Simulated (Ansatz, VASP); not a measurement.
## MgB: VASP beside Ansatz

Contents of INCAR:

```
ALGO = Normal
EDIFF = 1E-6
ENCUT = 600
GGA = PE
GGA_COMPAT = False
ISIF = 2
ISMEAR = 0
LASPH = True
LCHARG = False
LREAL = False
LWAVE = False
NBANDS = 20
NELM = 120
PREC = Accurate
SIGMA = 0.2
```

The input KPOINTS:

```
k-points
0
Gamma
  12 12 2
```

Contents of POSCAR:

```
MgB
1.0
    3.0620423845      0.0000000000      0.0000000000
   -1.5310211923      2.6518064924      0.0000000000
    0.0000000000      0.0000000000     13.5672536585
Mg B
4 4
Direct
    0.3333333333      0.6666666667      0.3464634114
    0.3333333333      0.6666666667      0.8464634114
    0.6666666667      0.3333333333      0.1535365886
    0.6666666667      0.3333333333      0.6535365886
    0.6666666667      0.3333333333      0.4888935204
    0.6666666667      0.3333333333      0.9888935204
    0.3333333333      0.6666666667      0.0111064796
    0.3333333333      0.6666666667      0.5111064796
```

Input for Ansatz:

```yaml
crystal:
  lattice:
    - [3.0620423845, 0.0, 0.0]
    - [-1.5310211923, 2.6518064924, 0.0]
    - [0.0, 0.0, 13.5672536585]
  atoms:
    - { symbol: Mg, position: [0.3333333333, 0.6666666667, 0.3464634114] }
    - { symbol: Mg, position: [0.3333333333, 0.6666666667, 0.8464634114] }
    - { symbol: Mg, position: [0.6666666667, 0.3333333333, 0.1535365886] }
    - { symbol: Mg, position: [0.6666666667, 0.3333333333, 0.6535365886] }
    - { symbol: B, position: [0.6666666667, 0.3333333333, 0.4888935204] }
    - { symbol: B, position: [0.6666666667, 0.3333333333, 0.9888935204] }
    - { symbol: B, position: [0.3333333333, 0.6666666667, 0.0111064796] }
    - { symbol: B, position: [0.3333333333, 0.6666666667, 0.5111064796] }
basis:
  ecutwfc: 420
kpoints:
  mp_grid: { grid: [12, 12, 2] }
hamiltonian:
  xc: pbe
scf:
  occupations: { method: gaussian, width: 0.2 }
  lower_state_search: "off"
output:
  forces: true
  stress: true
  eigenvalues: true
```

Alike in both runs: task single point; functional PBE; k mesh 12 × 12 × 2; occupations gaussian, width 0.2 eV; no spin polarisation.

|  | VASP | Ansatz |
| --- | --- | --- |
| version | VASP 6.6.1 | Ansatz 0.2.0 |
| potentials or method | VASP PAW PBE potentials, release 64 (Mg, B), cutoff 600 eV | scalar-relativistic, plane waves, PAW |
| valence electrons in the cell | 20 | 52 |

```csv
,VASP,Ansatz,Ansatz less VASP
gap on the k mesh at the Fermi level (eV),none,none,-
pressure (GPa),-0.1,0.0,+0.12
"traceless stress, the component that is largest in VASP (GPa)",-0.65,-0.64,+0.010
```

A gap of «none» marks a metal or a gap that the smearing closes. The functional is the same, so the differences come from potentials, cutoffs and numerics. VASP's potentials hold 20 valence electrons a cell and Ansatz's 52, so a difference there can come from the potentials and not from the codes.
